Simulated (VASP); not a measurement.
## SiC: relaxation of cell and atoms with LDA

The system is SiC.

```
Si C
1.0
     1.53890   -2.66750    0.00000
     1.53890    2.66750    0.00000
     0.00000    0.00000   15.12190
Si C
6 6
Cartesian
  1.5389 1.7750 12.9746
  1.5389 -1.7750 5.4136
  1.5389 -0.0037 7.9254
  1.5389 0.0037 0.3644
  1.5389 -1.7910 10.4529
  1.5389 1.7910 2.8919
  1.5389 0.0213 9.8338
  1.5389 -0.0213 2.2728
  1.5389 1.8139 14.8452
  1.5389 -1.8139 7.2842
  1.5389 -1.7552 12.3516
  1.5389 1.7552 4.7906
```

* Program: VASP 6.6.1
* Task: relaxation of cell and atoms
* Functional: LDA
* Potentials or basis: VASP PAW LDA potentials, release 64 (Si, C)
* Cutoff: 600 eV
* k mesh: 8 × 8 × 2
* Occupations: gaussian, width 0.01 eV
* Spin: no spin polarisation
* Dipole correction: no
* Further INCAR settings: ALGO = Normal; EDIFF = 1e-07; IBRION = 2; EDIFFG = -0.002; NSW = 80; ISIF = 3

```
Relaxed volume                         : 10.15 Å³/atom
Relaxed cell                           : a = 3.060 Å, b = 3.060 Å, c = 15.015 Å, α = 90.00°, β = 90.00°, γ = 120.00°
Space group after relaxing (to 0.05 Å) : P6_3mc (No. 186)
Energy gained by relaxing              : 8.2 meV/atom
Ionic steps                            : 22
Pressure after relaxing                : 0.0 GPa
Band gap on the k mesh                 : 1.97 eV, indirect (least direct gap 3.07 eV)
```

Step by step:
| step | energy change (eV) | largest force (eV/Å) | pressure (GPa) | volume (Å³) |
| --- | --- | --- | --- | --- |
| 1 | 0.0000 | 0.7132 | -4.08 | 124.15 |
| 2 | -0.0036 | 0.7830 | 4.74 | 119.48 |
| 3 | -0.0922 | 0.1506 | 0.13 | 121.72 |
| 4 | -0.0922 | 0.1548 | 0.22 | 121.68 |
| 5 | -0.0966 | 0.0654 | 0.11 | 121.73 |
| 6 | -0.0966 | 0.0649 | 0.11 | 121.73 |
| 7 | -0.0969 | 0.0465 | -0.11 | 121.85 |
| 8 | -0.0970 | 0.0342 | -0.05 | 121.82 |
| 9 | -0.0972 | 0.0365 | -0.03 | 121.81 |
| 10 | -0.0975 | 0.0461 | 0.01 | 121.79 |
| 11 | -0.0977 | 0.0220 | 0.01 | 121.78 |
| 12 | -0.0978 | 0.0257 | 0.02 | 121.78 |
| 13 | -0.0978 | 0.0291 | 0.02 | 121.78 |
| 14 | -0.0978 | 0.0234 | 0.00 | 121.79 |
| 15 | -0.0979 | 0.0194 | -0.02 | 121.80 |
| 16 | -0.0979 | 0.0176 | 0.00 | 121.79 |
| 17 | -0.0980 | 0.0243 | 0.01 | 121.78 |
| 18 | -0.0980 | 0.0121 | 0.01 | 121.79 |
| 19 | -0.0981 | 0.0091 | 0.01 | 121.79 |
| 20 | -0.0981 | 0.0030 | -0.01 | 121.79 |
| 21 | -0.0981 | 0.0029 | -0.01 | 121.79 |
| 22 | -0.0981 | 0.0018 | 0.00 | 121.79 |

Final structure:
```xyz
12
Lattice="1.5302 -2.6503 0.0000 1.5302 2.6503 0.0000 0.0000 0.0000 15.0154" Properties=species:S:1:pos:R:3 pbc="T T T"
Si    1.5302    1.7671   12.8788
Si    1.5302   -1.7671    5.3711
Si    1.5302   -0.0003    7.8753
Si    1.5302    0.0003    0.3676
Si    1.5302   -1.7668   10.3789
Si    1.5302    1.7668    2.8712
C     1.5302    0.0001    9.7576
C     1.5302   -0.0001    2.2499
C     1.5302    1.7673   14.7556
C     1.5302   -1.7673    7.2479
C     1.5302   -1.7667   12.2557
C     1.5302    1.7667    4.7480
```

Levels at points of the mesh, in eV from the valence-band top:
```
           k point  band 21  band 22  band 23  band 24  band 25  band 26  band 27  band 28
(0.00, 0.00, 0.00)    -0.30    -0.04     0.00     0.00     5.30     5.47     5.89     6.40
(0.50, 0.00, 0.00)    -1.83    -1.80    -1.69    -1.11     1.97     2.16     3.16     3.86
(0.50, 0.50, 0.00)    -1.83    -1.80    -1.69    -1.11     1.97     2.16     3.16     3.86
(0.00, 0.00, 0.50)    -0.10    -0.10    -0.10    -0.10     5.37     5.37     6.12     6.12
(0.50, 0.00, 0.50)    -1.73    -1.73    -1.32    -1.32     2.01     2.01     3.38     3.38
(0.50, 0.50, 0.50)    -1.73    -1.73    -1.32    -1.32     2.01     2.01     3.38     3.38
```

Wall time 47 min on 1 thread of AMD EPYC 7R43 64-Core Processor (Zen 3), with other jobs on the host, peak memory 0.31 GiB.

A k mesh can miss the band edges. Expect the measured gap to be larger: semilocal functionals such as LDA lack the derivative discontinuity.
